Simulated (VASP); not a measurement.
# SrTlI3 in VASP: settings compared

SrTlI3 is run at these levels: PBE, r2SCAN; tasks: single point.

Everything below comes from runs of VASP 6.6.1. Logs are shortened: lines on timing, memory, paths and dates and some standing lists are left out, and cuts for length are marked.

### 1 The cell of the first run

The structure is cubic, space group Pm-3m (No. 221). Conventional cell: a = 6.361 Å, b = 6.361 Å, c = 6.361 Å, α = 90.00°, β = 90.00°, γ = 90.00°. Within 5.9 Å of Tl (site symmetry m-3m) lie 12 I at 4.50 Å and 8 Sr at 5.51 Å. Sr (site symmetry m-3m) has 6 I at 3.18 Å within 4.2 Å. I (site symmetry 4/mmm) has 2 Sr at 3.18 Å within 4.2 Å.

### 2 Single point, PBE

INCAR

```
PREC     = Accurate       # precision mode
ENCUT    = 520            # plane-wave cutoff, eV
EDIFF    = 1E-7           # SCF threshold, eV
ISMEAR   = -1             # smearing method
SIGMA    = 0.02           # smearing width, eV
LREAL    = False          # projectors in reciprocal space
LASPH    = True           # aspherical terms in the spheres
NELM     = 60             # most SCF steps
ALGO     = Normal         # electronic algorithm
ISIF     = 2              # what is computed and relaxed
LWAVE    = False          # write WAVECAR
LCHARG   = False          # write CHGCAR
GGA      = PE             # functional
NBANDS   = 30             # bands
```

KPOINTS

```
Automatic mesh
0
Gamma
  4 4 4
```

POSCAR

```
SrTlI3
1.0
    6.3606449253      0.0000000000      0.0000000000
    0.0000000000      6.3606449253      0.0000000000
    0.0000000000      0.0000000000      6.3606449253
Tl Sr I
1 1 3
Direct
    0.0000000000      0.0000000000      0.0000000000
    0.5000000000      0.5000000000      0.5000000000
    0.5000000000      0.5000000000      0.0000000000
    0.5000000000      0.0000000000      0.5000000000
    0.0000000000      0.5000000000      0.5000000000
```

Potentials or basis: VASP PAW PBE potentials, release 64 (Tl_d, Sr_sv, I).

Launch:

```bash
$ cat potpaw_PBE.64/Tl_d/POTCAR potpaw_PBE.64/Sr_sv/POTCAR potpaw_PBE.64/I/POTCAR > POTCAR
$ mpirun -np 1 vasp_std > vasp.out
```

OUTCAR:

```text
PREC = Accurate
   ENCUT = 520
   EDIFF = 1E-7
   ISMEAR = -1
   LREAL = False
   LASPH = True
   NELM = 60
   ISIF = 2
   GGA = PE

 ion  position               nearest neighbor table
   1  0.000  0.000  0.000-
   2  0.500  0.500  0.500-   3 3.18   4 3.18   5 3.18   3 3.18   4 3.18   5 3.18
   3  0.500  0.500  0.000-   2 3.18   2 3.18
   4  0.500  0.000  0.500-   2 3.18   2 3.18
   5  0.000  0.500  0.500-   2 3.18   2 3.18

  LATTYP: Found a simple cubic cell.
 ALAT       =     6.3606449253

  Lattice vectors:

 A1 = (   6.3606449253,   0.0000000000,   0.0000000000)
 A2 = (   0.0000000000,   6.3606449253,   0.0000000000)
 A3 = (   0.0000000000,   0.0000000000,   6.3606449253)

Analysis of symmetry for initial positions (statically):
=====================================================================
 Subroutine PRICEL returns:
 Original cell was already a primitive cell.

 Routine SETGRP: Setting up the symmetry group for a
 simple cubic supercell.

 Subroutine GETGRP returns: Found 48 space group operations
 (whereof 48 operations were pure point group operations)
 out of a pool of 48 trial point group operations.

The static configuration has the point symmetry O_h .

Analysis of symmetry for dynamics (positions and initial velocities):
=====================================================================
 Subroutine PRICEL returns:
 Original cell was already a primitive cell.

 Routine SETGRP: Setting up the symmetry group for a
 simple cubic supercell.

 Subroutine GETGRP returns: Found 48 space group operations
 (whereof 48 operations were pure point group operations)
 out of a pool of 48 trial point group operations.

The dynamic configuration has the point symmetry O_h .

 Subroutine INISYM returns: Found 48 space group operations
 (whereof 48 operations are pure point group operations),
 and found     1 'primitive' translations

----------------------------------------------------------------------------------------

                                     Primitive cell

  volume of cell :     257.3377

  direct lattice vectors                    reciprocal lattice vectors
     6.360644925  0.000000000  0.000000000     0.157216762  0.000000000  0.000000000
     0.000000000  6.360644925  0.000000000     0.000000000  0.157216762  0.000000000
     0.000000000  0.000000000  6.360644925     0.000000000  0.000000000  0.157216762

  length of vectors
     6.360644925  6.360644925  6.360644925     0.157216762  0.157216762  0.157216762

  position of ions in fractional coordinates (direct lattice)
     0.000000000  0.000000000  0.000000000
     0.500000000  0.500000000  0.500000000
     0.500000000  0.500000000  0.000000000
     0.500000000  0.000000000  0.500000000
     0.000000000  0.500000000  0.500000000

  ion indices of the primitive-cell ions
   primitive index   ion index
                 1           1
                 2           2
                 3           3
                 4           4
                 5           5

----------------------------------------------------------------------------------------

 KPOINTS: Automatic mesh

Automatic generation of k-mesh.
 Grid dimensions read from file:
 generate k-points for:    4    4    4

 Generating k-lattice:

  Cartesian coordinates                     Fractional coordinates (reciprocal lattice)
     0.039304191  0.000000000  0.000000000     0.250000000  0.000000000  0.000000000
     0.000000000  0.039304191  0.000000000     0.000000000  0.250000000  0.000000000
     0.000000000  0.000000000  0.039304191     0.000000000  0.000000000  0.250000000

  Length of vectors
     0.039304191  0.039304191  0.039304191

  Shift w.r.t. Gamma in fractional coordinates (k-lattice)
     0.000000000  0.000000000  0.000000000

 Subroutine IBZKPT returns following result:
 ===========================================

 Found     10 irreducible k-points:

 Following reciprocal coordinates:
            Coordinates               Weight
  0.000000  0.000000  0.000000      1.000000
  0.250000  0.000000  0.000000      6.000000
  0.500000  0.000000  0.000000      3.000000
  0.250000  0.250000  0.000000     12.000000
  0.500000  0.250000  0.000000     12.000000
  0.500000  0.500000  0.000000      3.000000
  0.250000  0.250000  0.250000      8.000000
  0.500000  0.250000  0.250000     12.000000
  0.500000  0.500000  0.250000      6.000000
  0.500000  0.500000  0.500000      1.000000
   k-points           NKPTS =     10   k-points in BZ     NKDIM =     10   number of bands    NBANDS=     30
   number of dos      NEDOS =    301   number of ions     NIONS =      5
   total plane-waves  NPLWV = 110592
   dimension x,y,z NGX =    48 NGY =   48 NGZ =   48
   dimension x,y,z NGXF=    96 NGYF=   96 NGZF=   96
   ions per type =               1   1   3
   NGX,Y,Z   is equivalent  to a cutoff of  12.55, 12.55, 12.55 a.u.
   NGXF,Y,Z  is equivalent  to a cutoff of  25.09, 25.09, 25.09 a.u.
 SYSTEM =  unknown system
   PREC   = accura    normal or accurate (medium, high low for compatibility)
   ISTART =      0    job   : 0-new  1-cont  2-samecut
   ICHARG =      2    charge: 1-file 2-atom 10-const
   ISPIN  =      1    spin polarized calculation?
   LNONCOLLINEAR =      F non collinear calculations
   LSORBIT =      F    spin-orbit coupling
   LASPH  =      T    aspherical Exc in radial PAW
   ENCUT  =  520.0 eV  38.22 Ry    6.18 a.u.  11.83 11.83 11.83*2*pi/ulx,y,z
   NELM   =     60;   NELMIN=  2; NELMDL= -5     # of ELM steps
   EDIFF  = 0.1E-06   stopping-criterion for ELM
   LREAL  =      F    real-space projection
   EDIFFG = 0.1E-05   stopping-criterion for IOM
   NSW    =      0    number of steps for IOM
   IBRION =     -1    ionic relax: 0-MD 1-quasi-New 2-CG
   NFREE  =      0    steps in history (QN), initial steepest desc. (CG)
   ISIF   =      2    stress and relaxation
   ISYM   =      2    0-nonsym 1-usesym 2-fastsym
   POTIM  = 0.5000    time-step for ionic-motion
   TEBEG  =    0.0;   TEEND  =   0.0 temperature during run
   PSTRESS=    0.0 pullay stress
   NELECT =      44.0000    total number of electrons
   NUPDOWN=      -1.0000    fix difference up-down
   EMIN   =  10.00;   EMAX   =-10.00  energy-range for DOS
   EFERMI =   0.00;   METHOD = LEGACY
   ISMEAR =    -1;   SIGMA  =   0.02  broadening in eV -4-tet -1-fermi 0-gaus
   EFERMI_NEDOS =   21; number of points for ismear=-14 and -15
   IALGO  =     38    algorithm
   IMIX   =      4    mixing-type and parameters
     AMIX     =   0.40;   BMIX     =  1.00
     AMIX_MAG =   1.60;   BMIX_MAG =  1.00
  volume/ion in A,a.u.               =      51.47       347.32
  Fermi-wavevector in a.u.,A,eV,Ry     =   0.908639  1.717078 11.233301  0.825624
  Thomas-Fermi vector in A             =   2.032589
   LORBIT       =      0    0 simple, 1 ext, 2 COOP (PROOUT), +10 PAW based schemes
   GGA     = PE    functional components
   LHFCALC =     F    Hartree Fock is set to
   AEXX    =    0.0000 exact exchange contribution
   IVDW    =     0    specifies the selected vdW correction
   LEPSILON=     F    determine dielectric tensor
   LRPA    =     F    only Hartree local field effects (RPA)
 non-spin polarized calculation
  energy-cutoff  :      520.00
  volume of cell :      257.34
 maximum number of plane-waves:      6968
 NGX is ok and might be reduce to    48
   NGX = 23   NGY = 23   NGZ = 23

 number of electron      44.0000007 magnetization

 Free energy of the ion-electron system (eV)
  ---------------------------------------------------
  ext. energy  EPLUGINS =         0.00000000
  ---------------------------------------------------
  free energy    TOTEN  =       -14.22234607 eV

  energy without entropy =      -14.22234607  energy(sigma->0) =      -14.22234607

 E-fermi :   0.9570     XC(G=0):  -7.1113

 val. band max:        0.4657241163   @ k =   0.5000   0.5000   0.5000
 cond. band min:       2.9853204549   @ k =   0.5000   0.0000   0.0000
 fundamental gap:      2.5195963385
 Fermi energy:         0.9570067087

 k-point     1 :       0.0000    0.0000    0.0000
  band No.  band energies     occupation
      1     -33.4360      2.00000
      2     -15.5061      2.00000
      3     -15.5061      2.00000
      4     -15.5061      2.00000
      5     -10.6419      2.00000
      6     -10.6419      2.00000
[... 22 lines left out ...]
     29       5.1431      0.00000
     30       6.1899      0.00000

 k-point     2 :       0.2500    0.0000    0.0000
  band No.  band energies     occupation
      1     -33.4360      2.00000
      2     -15.5216      2.00000
      3     -15.5059      2.00000
      4     -15.5059      2.00000
      5     -10.6407      2.00000
      6     -10.6401      2.00000
[... 22 lines left out ...]
     29       5.6014      0.00000
     30       6.2224      0.00000

 k-point     3 :       0.5000    0.0000    0.0000
  band No.  band energies     occupation
      1     -33.4360      2.00000
      2     -15.5369      2.00000
      3     -15.5057      2.00000
      4     -15.5057      2.00000
      5     -10.6395      2.00000
      6     -10.6382      2.00000
[... 22 lines left out ...]
     29       5.9705      0.00000
     30       6.2299      0.00000

 k-point     4 :       0.2500    0.2500    0.0000
  band No.  band energies     occupation
      1     -33.4360      2.00000
      2     -15.5215      2.00000
      3     -15.5213      2.00000
      4     -15.5057      2.00000
      5     -10.6410      2.00000
      6     -10.6393      2.00000
[... 154 lines left out ...]
     29       6.7830      0.00000
     30       6.8382      0.00000

 k-point     9 :       0.5000    0.5000    0.2500
  band No.  band energies     occupation
      1     -33.4360      2.00000
      2     -15.5362      2.00000
      3     -15.5362      2.00000
      4     -15.5207      2.00000
      5     -10.6452      2.00000
      6     -10.6404      2.00000
[... 22 lines left out ...]
     29       6.7941      0.00000
     30       7.1543      0.00000

 k-point    10 :       0.5000    0.5000    0.5000
  band No.  band energies     occupation
      1     -33.4360      2.00000
      2     -15.5359      2.00000
      3     -15.5359      2.00000
      4     -15.5359      2.00000
      5     -10.6435      2.00000
      6     -10.6435      2.00000
[... 22 lines left out ...]
     29       6.8571      0.00000
     30       6.8571      0.00000

------------------------ aborting loop because EDIFF is reached ----------------------------------------

  FORCE on cell =-STRESS in cart. coord.  units (eV):
  Direction    XX          YY          ZZ          XY          YZ          ZX
  --------------------------------------------------------------------------------------
  -------------------------------------------------------------------------------------
  Total        0.5885853      0.5885853      0.5885853      0.0000000      0.0000000      0.0000000
  in kB        3.6645155      3.6645155      3.6645155      0.0000000      0.0000000      0.0000000
  external PRESSURE =       3.6645155 kB  Pullay stress =       0.0000000 kB

 VOLUME and BASIS-vectors are now :
 -----------------------------------------------------------------------------
  energy-cutoff  :      520.00
  volume of cell :      257.34
      direct lattice vectors                 reciprocal lattice vectors
     6.360644925  0.000000000  0.000000000     0.157216762  0.000000000  0.000000000
     0.000000000  6.360644925  0.000000000     0.000000000  0.157216762  0.000000000
     0.000000000  0.000000000  6.360644925     0.000000000  0.000000000  0.157216762

 POSITION                                       TOTAL-FORCE (eV/Angst)
 -----------------------------------------------------------------------------------
      0.00000      0.00000      0.00000         0.000000      0.000000      0.000000
      3.18032      3.18032      3.18032         0.000000      0.000000      0.000000
      3.18032      3.18032      0.00000         0.000000      0.000000      0.000000
      3.18032      0.00000      3.18032         0.000000      0.000000      0.000000
      0.00000      3.18032      3.18032         0.000000      0.000000      0.000000
 -----------------------------------------------------------------------------------
    total drift:                                0.000000     -0.000000     -0.000000

  FREE ENERGIE OF THE ION-ELECTRON SYSTEM (eV)
  ---------------------------------------------------
  free  energy   TOTEN  =       -14.2223460739 eV

  energy  without entropy=      -14.2223460739  energy(sigma->0) =      -14.22234607
```

Wall time 1.9 min (1 thread of Oxide Virtual Turin-like, shared host); peak memory 0.33 GiB.

Results:

```yaml
Free_energy: -14.2223 eV
Pressure: 0.4 GPa
Band_gap_on_the_k_mesh: 2.52 eV (least direct gap 2.84 eV)
```

Levels at points of the mesh, in eV from the valence-band top:
| k point | band 20 | band 21 | band 22 | band 23 | band 24 | band 25 |
| --- | --- | --- | --- | --- | --- | --- |
| (0.00, 0.00, 0.00) | -0.31 | -0.31 | -0.31 | 3.57 | 3.57 | 3.57 |
| (0.50, 0.00, 0.00) | -0.63 | -0.35 | -0.35 | 2.52 | 3.22 | 3.22 |
| (0.50, 0.50, 0.00) | -0.84 | -0.84 | 0.00 | 2.83 | 3.15 | 3.15 |
| (0.50, 0.50, 0.50) | 0.00 | 0.00 | 0.00 | 3.53 | 3.53 | 3.53 |

Caveat: spin-orbit coupling is left out, which moves the levels of the heavy elements. A k mesh can miss the band edges.

(Continued in part 2 of 2.)
